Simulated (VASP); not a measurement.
Here is a VASP 6.6.1 calculation.

Contents of INCAR:

```
PREC     = Accurate       # precision mode
ENCUT    = 600            # plane-wave cutoff, eV
EDIFF    = 1E-6           # SCF threshold, eV
ISMEAR   = 0              # smearing method
SIGMA    = 0.01           # smearing width, eV
LREAL    = F              # projectors in reciprocal space
LASPH    = T              # aspherical terms in the spheres
NELM     = 120            # most SCF steps
ALGO     = Normal         # electronic algorithm
ISIF     = 2              # what is computed and relaxed
LWAVE    = F              # write WAVECAR
LCHARG   = F              # write CHGCAR
GGA      = PS             # functional
NBANDS   = 11             # bands
GGA_COMPAT= F
```

The input KPOINTS:

```
Automatic mesh
0
Gamma
  6 6 6
```

The input POSCAR:

```
SiC
1.0
    0.0145186021      2.1711916640      2.1566730619
    2.1711916640      0.0145186021      2.1566730619
    2.1857102662      2.1857102662      0.0000000001
Si C
1 1
Direct
    0.0007393882      0.0007393882     -0.0007393882
    0.2492606118      0.2492606118      0.2507393882
```

Potentials or basis: VASP PAW PBE potentials, release 64 (Si, C).

Launch:

```console
$ cat potpaw_PBE.64/Si/POTCAR potpaw_PBE.64/C/POTCAR > POTCAR
$ mpirun -np 1 vasp_std > vasp.out
```

Task: Estimate the band gap on the k mesh.

Result: 1.10 eV, indirect (least direct gap 4.33 eV).

Task: Estimate the pressure.

Result: 4.1 GPa.

Stress tensor (GPa, compression positive):
```
 3.57 -3.33  0.00
-3.33  3.57  0.00
 0.00  0.00  5.19
```

Caveat: the k points lie up to 0.42 Å⁻¹ apart; the PAW data sets were made with another functional, which shifts forces and pressure a little. A k mesh can miss the band edges.
